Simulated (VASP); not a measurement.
Here is a VASP 6.6.1 calculation.

INCAR

```
SYSTEM = Co
ALGO = Normal
EDIFF = 1E-6
ENCUT = 520
GGA = PS
ISIF = 2
ISMEAR = -1
LASPH = .TRUE.
LCHARG = .FALSE.
LREAL = .FALSE.
LWAVE = .FALSE.
NBANDS = 16
NELM = 80
PREC = Accurate
SIGMA = 0.1
```

Contents of KPOINTS:

```
k-points
0
G
  14 14 8
  0 0 0
```

POSCAR

```
Co
1.0
    2.4236767716      0.0000000000      0.0000000000
   -1.2118383858      2.0989656548      0.0000000000
    0.0000000000      0.0000000000      3.9051864993
Co
2
Direct
    0.3333333333      0.6666666667      0.2500000000
    0.6666666667      0.3333333333      0.7500000000
```

Potentials or basis: VASP PAW PBE potentials, release 64 (Co).

Run with:

```sh
$ cat potpaw_PBE.64/Co/POTCAR > POTCAR
$ mpirun -np 1 vasp_std > vasp.out
```

**Question.** Estimate the pressure.

**Answer.** -0.8 GPa.

**Question.** Estimate the band gap on the k mesh.

**Answer.** Zero (bands 9 and 10 overlap by 1.68 eV).

Stress tensor (GPa, compression positive):
```
-0.76  0.00  0.00
 0.00 -0.76  0.00
 0.00  0.00 -0.85
```

Caveat: the PAW data sets were made with another functional, which shifts forces and pressure a little; the run has no spin polarisation, though such a crystal can be magnetic. Spin polarisation is off, so any magnetic state and its effect on volume and gap are missing.
